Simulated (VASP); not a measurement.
# S (P3_121) in VASP: single point with r2SCAN

Aim: the single point of S with r2SCAN.

All numbers are computed with VASP 6.6.1; they aren't measurements. Logs are shortened: lines on timing, memory, paths and dates and some standing lists are left out, and cuts for length are marked.

### Step 1. The cell of the first run

Symmetry: P3_121, No. 152, trigonal system. Conventional cell: a = 4.031 Å, b = 4.031 Å, c = 4.575 Å, α = 90.00°, β = 90.00°, γ = 120.00°. S (site symmetry 2) has 2 S at 2.19 Å within 2.9 Å.

### Step 2. Single point, r2SCAN

POSCAR

```
S
1.0
    4.0309630000      0.0000000000      0.0000000000
   -2.0154820000      3.4909180000      0.0000000000
    0.0000000000      0.0000000000      4.5754390000
S
3
Direct
    0.2254000000      0.0000000000      0.3333300000
    0.0000000000      0.2254000000      0.6666600000
    0.7746000000      0.7746000000      0.0000000000
```

INCAR.step1

```
PREC = Accurate
ENCUT = 520
ISMEAR = -1
SIGMA = 0.1
LREAL = False
LASPH = True
NELM = 80
NBANDS = 16
GGA = PE
ALGO = Normal
EDIFF = 1E-4
LWAVE = True
LCHARG = False
```

INCAR.step2

```
PREC = Accurate
ENCUT = 520
EDIFF = 1E-6
ISMEAR = -1
SIGMA = 0.1
LREAL = False
LASPH = True
NELM = 80
ALGO = Normal
ISIF = 2
LWAVE = False
LCHARG = False
METAGGA = R2SCAN
LMIXTAU = True
NBANDS = 16
ISTART = 1
```

KPOINTS

```
regular mesh
0
Gamma
  7 7 6
```

Potentials or basis: VASP PAW PBE potentials, release 64 (S).

The run is started by

```bash
> cat potpaw_PBE.64/S/POTCAR > POTCAR
> cp INCAR.step1 INCAR
> mpirun -np 1 vasp_std > vasp.out
> cp INCAR.step2 INCAR
> mpirun -np 1 vasp_std > vasp.out
```

OUTCAR:

```text
PREC = Accurate
   ENCUT = 520
   EDIFF = 1E-6
   ISMEAR = -1
   LREAL = False
   LASPH = True
   NELM = 80
   ISIF = 2
   METAGGA = R2SCAN
   ISTART = 1

 ion  position               nearest neighbor table
   1  0.225  0.000  0.333-   3 2.19   2 2.19
   2  0.000  0.225  0.667-   1 2.19   3 2.19
   3  0.775  0.775  0.000-   1 2.19   2 2.19

  LATTYP: Found a hexagonal cell.
 ALAT       =     4.0309630000
 C/A-ratio  =     1.1350734303

  Lattice vectors:

 A1 = (   4.0309630000,   0.0000000000,   0.0000000000)
 A2 = (  -2.0154820000,   3.4909180000,   0.0000000000)
 A3 = (   0.0000000000,   0.0000000000,   4.5754390000)

Analysis of symmetry for initial positions (statically):
=====================================================================
 Subroutine PRICEL returns:
 Original cell was already a primitive cell.

 Routine SETGRP: Setting up the symmetry group for a
 hexagonal supercell.

 Subroutine GETGRP returns: Found  2 space group operations
 (whereof  1 operations were pure point group operations)
 out of a pool of 24 trial point group operations.

The static configuration has the point symmetry C_1 .
 The point group associated with its full space group is C_2 .

Analysis of symmetry for dynamics (positions and initial velocities):
=====================================================================
 Subroutine PRICEL returns:
 Original cell was already a primitive cell.

 Routine SETGRP: Setting up the symmetry group for a
 hexagonal supercell.

 Subroutine GETGRP returns: Found  2 space group operations
 (whereof  1 operations were pure point group operations)
 out of a pool of 24 trial point group operations.

The dynamic configuration has the point symmetry C_1 .
 The point group associated with its full space group is C_2 .

 Subroutine INISYM returns: Found  2 space group operations
 (whereof  1 operations are pure point group operations),
 and found     1 'primitive' translations

----------------------------------------------------------------------------------------

                                     Primitive cell

  volume of cell :      64.3845

  direct lattice vectors                    reciprocal lattice vectors
     4.030963000  0.000000000  0.000000000     0.248079677  0.143228837  0.000000000
    -2.015482000  3.490918000  0.000000000     0.000000000  0.286457602  0.000000000
     0.000000000  0.000000000  4.575439000     0.000000000  0.000000000  0.218558263

  length of vectors
     4.030963000  4.030964671  4.575439000     0.286457721  0.286457602  0.218558263

  position of ions in fractional coordinates (direct lattice)
     0.225400000  0.000000000  0.333330000
     0.000000000  0.225400000  0.666660000
     0.774600000  0.774600000  0.000000000

  ion indices of the primitive-cell ions
   primitive index   ion index
                 1           1
                 2           2
                 3           3

----------------------------------------------------------------------------------------

 KPOINTS: regular mesh

Automatic generation of k-mesh.
 Grid dimensions read from file:
 generate k-points for:    7    7    6

 Generating k-lattice:

  Cartesian coordinates                     Fractional coordinates (reciprocal lattice)
     0.035439954  0.020461262  0.000000000     0.142857143  0.000000000  0.000000000
     0.000000000  0.040922515  0.000000000     0.000000000  0.142857143  0.000000000
     0.000000000  0.000000000  0.036426377     0.000000000  0.000000000  0.166666667

  Length of vectors
     0.040922532  0.040922515  0.036426377

  Shift w.r.t. Gamma in fractional coordinates (k-lattice)
     0.000000000  0.000000000  0.000000000

 Subroutine IBZKPT returns following result:
 ===========================================

 Found     88 irreducible k-points:

 Following reciprocal coordinates:
            Coordinates               Weight
  0.000000  0.000000  0.000000      1.000000
  0.142857  0.000000  0.000000      4.000000
  0.000000  0.142857  0.000000      2.000000
  0.285714 -0.000000  0.000000      4.000000
  0.000000  0.285714  0.000000      2.000000
  0.428571  0.000000  0.000000      4.000000
[... 16 lines left out ...]
  0.000000  0.285714  0.166667      2.000000
 -0.285714  0.000000  0.166667      4.000000
 [... further k-points ...]
   k-points           NKPTS =     88   k-points in BZ     NKDIM =     88   number of bands    NBANDS=     16
   number of dos      NEDOS =    301   number of ions     NIONS =      3
   total plane-waves  NPLWV =  32400
   dimension x,y,z NGX =    30 NGY =   30 NGZ =   36
   dimension x,y,z NGXF=    60 NGYF=   60 NGZF=   72
   ions per type =               3
   NGX,Y,Z   is equivalent  to a cutoff of  12.37, 12.37, 13.08 a.u.
   NGXF,Y,Z  is equivalent  to a cutoff of  24.75, 24.75, 26.16 a.u.
 SYSTEM =  unknown system
   PREC   = accura    normal or accurate (medium, high low for compatibility)
   ISTART =      1    job   : 0-new  1-cont  2-samecut
   ICHARG =      0    charge: 1-file 2-atom 10-const
   ISPIN  =      1    spin polarized calculation?
   LNONCOLLINEAR =      F non collinear calculations
   LSORBIT =      F    spin-orbit coupling
   LASPH  =      T    aspherical Exc in radial PAW
   ENCUT  =  520.0 eV  38.22 Ry    6.18 a.u.   7.49  7.49  8.51*2*pi/ulx,y,z
   NELM   =     80;   NELMIN=  2; NELMDL=  0     # of ELM steps
   EDIFF  = 0.1E-05   stopping-criterion for ELM
   LREAL  =      F    real-space projection
   EDIFFG = 0.1E-04   stopping-criterion for IOM
   NSW    =      0    number of steps for IOM
   IBRION =     -1    ionic relax: 0-MD 1-quasi-New 2-CG
   NFREE  =      0    steps in history (QN), initial steepest desc. (CG)
   ISIF   =      2    stress and relaxation
   ISYM   =      2    0-nonsym 1-usesym 2-fastsym
   POTIM  = 0.5000    time-step for ionic-motion
   TEBEG  =    0.0;   TEEND  =   0.0 temperature during run
   PSTRESS=    0.0 pullay stress
   NELECT =      18.0000    total number of electrons
   NUPDOWN=      -1.0000    fix difference up-down
   EMIN   =  10.00;   EMAX   =-10.00  energy-range for DOS
   EFERMI =   0.00;   METHOD = LEGACY
   ISMEAR =    -1;   SIGMA  =   0.10  broadening in eV -4-tet -1-fermi 0-gaus
   EFERMI_NEDOS =   21; number of points for ismear=-14 and -15
   IALGO  =     38    algorithm
   IMIX   =      4    mixing-type and parameters
     AMIX     =   0.40;   BMIX     =  1.00
     AMIX_MAG =   1.60;   BMIX_MAG =  1.00
  volume/ion in A,a.u.               =      21.46       144.83
  Fermi-wavevector in a.u.,A,eV,Ry     =   1.070464  2.022883 15.590813  1.145892
  Thomas-Fermi vector in A             =   2.206174
   LORBIT       =      0    0 simple, 1 ext, 2 COOP (PROOUT), +10 PAW based schemes
   METAGGA = R2SCAN    functional components
   LHFCALC =     F    Hartree Fock is set to
   AEXX    =    0.0000 exact exchange contribution
   IVDW    =     0    specifies the selected vdW correction
   LEPSILON=     F    determine dielectric tensor
   LRPA    =     F    only Hartree local field effects (RPA)
 non-spin polarized calculation
  energy-cutoff  :      520.00
  volume of cell :       64.38
 maximum number of plane-waves:      1763
 NGX is ok and might be reduce to    30
   NGX = 15   NGY = 15   NGZ = 17

 number of electron      17.9999996 magnetization

 Free energy of the ion-electron system (eV)
  ---------------------------------------------------
  ext. energy  EPLUGINS =         0.00000000
  ---------------------------------------------------
  free energy    TOTEN  =       -23.54278360 eV

  energy without entropy =      -23.54272320  energy(sigma->0) =      -23.54275340

 E-fermi :   4.6178     XC(G=0):  -9.8129

 val. band max:        3.8529979190   @ k =  -0.1429  -0.4286   0.5000
 cond. band min:       5.3181591258   @ k =   0.0000   0.0000   0.5000
 fundamental gap:      1.4651612069
 Fermi energy:         4.6178355952

 k-point     1 :       0.0000    0.0000    0.0000
  band No.  band energies     occupation
      1     -13.1773      2.00000
      2      -8.0957      2.00000
      3      -8.0955      2.00000
      4      -0.4777      2.00000
      5      -0.3376      2.00000
      6      -0.3376      2.00000
[... 8 lines left out ...]
     15      11.8886      0.00000
     16      13.0661      0.00000

 k-point     2 :       0.1429    0.0000    0.0000
  band No.  band energies     occupation
      1     -13.0717      2.00000
      2      -8.1858      2.00000
      3      -8.0758      2.00000
      4      -1.1949      2.00000
      5      -0.6686      2.00000
      6      -0.1424      2.00000
[... 8 lines left out ...]
     15      12.4268      0.00000
     16      12.9372      0.00000

 k-point     3 :       0.0000    0.1429    0.0000
  band No.  band energies     occupation
      1     -13.0717      2.00000
      2      -8.1859      2.00000
      3      -8.0757      2.00000
      4      -1.1949      2.00000
      5      -0.6686      2.00000
      6      -0.1425      2.00000
[... 8 lines left out ...]
     15      12.4268      0.00000
     16      12.9372      0.00000

 k-point     4 :       0.2857   -0.0000    0.0000
  band No.  band energies     occupation
      1     -12.8066      2.00000
      2      -8.4485      2.00000
      3      -8.0301      2.00000
      4      -1.8491      2.00000
      5      -1.1351      2.00000
      6      -0.2151      2.00000
[... 8 lines left out ...]
     15      13.1365      0.00000
     16      13.6317      0.00000

 k-point     5 :       0.0000    0.2857    0.0000
  band No.  band energies     occupation
      1     -12.8066      2.00000
      2      -8.4486      2.00000
      3      -8.0300      2.00000
      4      -1.8491      2.00000
      5      -1.1351      2.00000
      6      -0.2151      2.00000
[... 8 lines left out ...]
     15      13.1365      0.00000
     16      13.6316      0.00000

 k-point     6 :       0.4286    0.0000    0.0000
  band No.  band energies     occupation
      1     -12.5552      2.00000
      2      -8.7299      2.00000
      3      -7.9922      2.00000
      4      -2.0880      2.00000
      5      -1.4286      2.00000
      6      -0.1453      2.00000
[... 8 lines left out ...]
     15      14.0259      0.00000
     16      14.7120      0.00000

 k-point     7 :       0.0000    0.4286    0.0000
  band No.  band energies     occupation
      1     -12.5552      2.00000
      2      -8.7300      2.00000
      3      -7.9921      2.00000
      4      -2.0880      2.00000
      5      -1.4286      2.00000
      6      -0.1452      2.00000
[... 8 lines left out ...]
     15      14.0259      0.00000
     16      14.7120      0.00000

 k-point     8 :       0.1429    0.1429    0.0000
  band No.  band energies     occupation
      1     -12.8850      2.00000
      2      -8.3368      2.00000
      3      -8.0739      2.00000
      4      -1.6473      2.00000
      5      -1.2120      2.00000
      6       0.0112      2.00000
[... 8 lines left out ...]
     15      12.9659      0.00000
     16      13.3321      0.00000

 k-point     9 :      -0.2857    0.1429    0.0000
  band No.  band energies     occupation
      1     -12.8850      2.00000
      2      -8.3368      2.00000
      3      -8.0740      2.00000
      4      -1.6474      2.00000
      5      -1.2120      2.00000
      6       0.0113      2.00000
[... 8 lines left out ...]
     15      12.9659      0.00000
     16      13.3321      0.00000
[... 172 lines left out ...]
 k-point    19 :       0.0000    0.1429    0.1667
  band No.  band energies     occupation
      1     -12.9137      2.00000
      2      -9.4585      2.00000
      3      -6.8249      2.00000
      4      -1.1136      2.00000
      5      -1.0391      2.00000
      6       0.0194      2.00000
[... 8 lines left out ...]
     15      12.5571      0.00000
     16      12.8256      0.00000

 k-point    20 :      -0.1429   -0.0000    0.1667
  band No.  band energies     occupation
      1     -12.9137      2.00000
      2      -9.4585      2.00000
      3      -6.8250      2.00000
      4      -1.1136      2.00000
      5      -1.0391      2.00000
      6       0.0194      2.00000
[... 8 lines left out ...]
     15      12.5571      0.00000
     16      12.8256      0.00000

 k-point    21 :       0.0000   -0.1429    0.1667
  band No.  band energies     occupation
      1     -12.9143      2.00000
      2      -9.4508      2.00000
      3      -6.8463      2.00000
      4      -1.2619      2.00000
      5      -0.7055      2.00000
      6      -0.0209      2.00000
[... 8 lines left out ...]
     15      12.1242      0.00000
     16      13.0091      0.00000

 k-point    22 :       0.2857   -0.0000    0.1667
  band No.  band energies     occupation
      1     -12.6556      2.00000
      2      -9.3944      2.00000
      3      -7.2066      2.00000
      4      -1.7864      2.00000
      5      -1.2041      2.00000
      6       0.0337      2.00000
[... 8 lines left out ...]
     15      12.5933      0.00000
     16      13.3682      0.00000

 k-point    23 :       0.0000    0.2857    0.1667
  band No.  band energies     occupation
      1     -12.6525      2.00000
      2      -9.4353      2.00000
      3      -7.1112      2.00000
      4      -1.7849      2.00000
      5      -1.5572      2.00000
      6      -0.1668      2.00000
[... 8 lines left out ...]
     15      13.3384      0.00000
     16      13.7716      0.00000

 k-point    24 :      -0.2857    0.0000    0.1667
  band No.  band energies     occupation
      1     -12.6525      2.00000
      2      -9.4353      2.00000
      3      -7.1112      2.00000
      4      -1.7849      2.00000
      5      -1.5572      2.00000
      6      -0.1668      2.00000
[... 8 lines left out ...]
     15      13.3384      0.00000
     16      13.7715      0.00000

 [... further k-points ...]
[... 5 lines left out ...]
  --------------------------------------------------------------------------------------
  -------------------------------------------------------------------------------------
  Total       -1.1217575     -1.1217800     -2.6796525      0.0000002      0.0001772     -0.0000000
  in kB      -27.9144019    -27.9149635    -66.6818790      0.0000040      0.0044104     -0.0000000
  external PRESSURE =     -40.8370815 kB  Pullay stress =       0.0000000 kB

 VOLUME and BASIS-vectors are now :
 -----------------------------------------------------------------------------
  energy-cutoff  :      520.00
  volume of cell :       64.38
      direct lattice vectors                 reciprocal lattice vectors
     4.030963000  0.000000000  0.000000000     0.248079677  0.143228837  0.000000000
    -2.015482000  3.490918000  0.000000000     0.000000000  0.286457602  0.000000000
     0.000000000  0.000000000  4.575439000     0.000000000  0.000000000  0.218558263

 POSITION                                       TOTAL-FORCE (eV/Angst)
 -----------------------------------------------------------------------------------
      0.90858      0.00000      1.52513        -1.673016      0.000000      0.000000
     -0.45429      0.78685      3.05026         0.836508     -1.448824      0.000154
      1.56119      2.70407      0.00000         0.836508      1.448824     -0.000154
 -----------------------------------------------------------------------------------
    total drift:                               -0.000002      0.000001     -0.000000

  FREE ENERGIE OF THE ION-ELECTRON SYSTEM (eV)
  ---------------------------------------------------
  free  energy   TOTEN  =       -23.5427835953 eV

  energy  without entropy=      -23.5427232027  energy(sigma->0) =      -23.54275340
```

It took 6.2 min on 1 thread of Intel Xeon 8259CL, shared host; peak memory 0.22 GiB.

What came out:

```yaml
Free_energy: -23.5428 eV
Pressure: -4.1 GPa
Largest_force: 1.673 eV/Å
Band_gap_on_the_k_mesh: 1.47 eV (least direct gap 1.96 eV)
```

Forces on the atoms (eV/Å):
```
S   -1.673  0.000  0.000
S    0.837 -1.449  0.000
S    0.837  1.449  0.000
```

Caveat: the cell stands under tension; the PAW data sets were made with another functional, which shifts forces and pressure a little; an odd mesh through Γ misses points on the zone boundary, where band edges can lie.
